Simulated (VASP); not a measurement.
Input of a VASP 6.6.1 run:

The input POSCAR:

```
Ti3Si
1.0
    5.6027550018      0.0000000000      0.0000000000
   -2.8013775009      4.8521281628      0.0000000000
    0.0000000000      0.0000000000      4.4840298160
Ti Si
6 2
Direct
    0.3437241349      0.1718620675      0.7500000000
    0.8281379325      0.1718620675      0.7500000000
    0.8281379325      0.6562758651      0.7500000000
    0.6562758651      0.8281379325      0.2500000000
    0.1718620675      0.8281379325      0.2500000000
    0.1718620675      0.3437241349      0.2500000000
    0.3333333333      0.6666666667      0.7500000000
    0.6666666667      0.3333333333      0.2500000000
```

Contents of INCAR.step1:

```
SYSTEM = Ti3Si
ALGO     = Normal         ! electronic algorithm
EDIFF    = 1E-4           ! SCF threshold, eV
ENCUT    = 520            ! plane-wave cutoff, eV
GGA      = PE             ! functional
ISMEAR   = 0              ! smearing method
LASPH    = .TRUE.         ! aspherical terms in the spheres
LCHARG   = .FALSE.        ! write CHGCAR
LREAL    = .FALSE.        ! projectors in reciprocal space
LWAVE    = .TRUE.         ! write WAVECAR
NBANDS   = 50             ! bands
NELM     = 100            ! most SCF steps
PREC     = Accurate       ! precision mode
SIGMA    = 0.1            ! smearing width, eV
```

Contents of INCAR.step2:

```
SYSTEM = Ti3Si
ALGO     = Normal         ! electronic algorithm
EDIFF    = 1E-7           ! SCF threshold, eV
ENCUT    = 520            ! plane-wave cutoff, eV
ISIF     = 2              ! what is computed and relaxed
ISMEAR   = 0              ! smearing method
ISTART   = 1            
LASPH    = .TRUE.         ! aspherical terms in the spheres
LCHARG   = .FALSE.        ! write CHGCAR
LMIXTAU  = .TRUE.       
LREAL    = .FALSE.        ! projectors in reciprocal space
LWAVE    = .FALSE.        ! write WAVECAR
METAGGA  = R2SCAN         ! meta-GGA
NBANDS   = 50             ! bands
NELM     = 100            ! most SCF steps
PREC     = Accurate       ! precision mode
SIGMA    = 0.1            ! smearing width, eV
```

The input KPOINTS:

```
k-points
0
G
  6 6 8
  0 0 0
```

Potentials or basis: VASP PAW PBE potentials, release 64 (Ti_sv, Si).

Command:

```console
$ cat potpaw_PBE.64/Ti_sv/POTCAR potpaw_PBE.64/Si/POTCAR > POTCAR
$ cp INCAR.step1 INCAR
$ mpirun -np 1 vasp_std > vasp.out
$ cp INCAR.step2 INCAR
$ mpirun -np 1 vasp_std > vasp.out
```

Question: Estimate the band gap on the k mesh.

Answer: Zero (bands 40 and 41 overlap by 0.40 eV).

Question: Estimate the pressure.

Answer: 2.5 GPa.

Forces on the atoms (eV/Å):
```
Ti  -0.016 -0.009  0.000
Ti   0.016 -0.009  0.000
Ti   0.000  0.019  0.000
Ti   0.016  0.009  0.000
Ti  -0.016  0.009  0.000
Ti   0.000 -0.019  0.000
Si   0.000  0.000  0.000
Si   0.000  0.000  0.000
```

Caveat: the PAW data sets were made with another functional, which shifts forces and pressure a little.
